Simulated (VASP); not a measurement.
Write the native input for VASP 6.6.1 that does the following.

| Quantity | Value |
| --- | --- |
| Task | single point |
| Functional | PBE |
| Potentials or basis | VASP PAW PBE potentials, release 64 (W_sv, S) |
| Cutoff | 520 eV |
| k mesh | 12 × 12 × 12 |
| Occupations | gaussian, width 0.01 eV |
| Spin | no spin polarisation |
| Dipole correction | no |
| Further INCAR settings | ALGO = Normal; EDIFF = 1e-06; NBANDS = 20 |

The structure of WS2 lies in POSCAR:

```
WS2
1.0
    1.4583978363      0.8420063834      5.1374496542
   -1.4583978363      0.8420063834      5.1374496542
    0.0000000000     -1.6840127668      5.1374496542
W S
1 2
Direct
    0.0002639891      0.0002639891      0.0002639891
    0.4369494714      0.4369494714      0.4369494714
    0.2314865396      0.2314865396      0.2314865396
```

These files were run (other wordings do the same):

INCAR

```
PREC = Accurate
ENCUT = 520
EDIFF = 1E-6
ISMEAR = 0
SIGMA = 0.01
LREAL = False
LASPH = True
NELM = 80
ALGO = Normal
ISIF = 2
LWAVE = False
LCHARG = False
GGA = PE
NBANDS = 20
```

KPOINTS

```
regular mesh
0
Gamma
  12 12 12
```

Potentials or basis: VASP PAW PBE potentials, release 64 (W_sv, S).

Command:

```sh
$ cat potpaw_PBE.64/W_sv/POTCAR potpaw_PBE.64/S/POTCAR > POTCAR
$ mpirun -np 1 vasp_std > vasp.out
```

It gave:

| Quantity | Value |
| --- | --- |
| Pressure | 60.1 GPa |
| Largest force | 0.011 eV/Å |
| Band gap on the k mesh | zero (band 13 reaches 13.78 eV, above the bottom of band 14 at 13.20 eV) |

Caveat: spin-orbit coupling is left out, which moves the levels of the heavy elements.

It took 2.4 min on 1 thread of AMD EPYC 9R45 96-Core Processor (Zen 5) (shared host), peak memory 0.29 GiB.
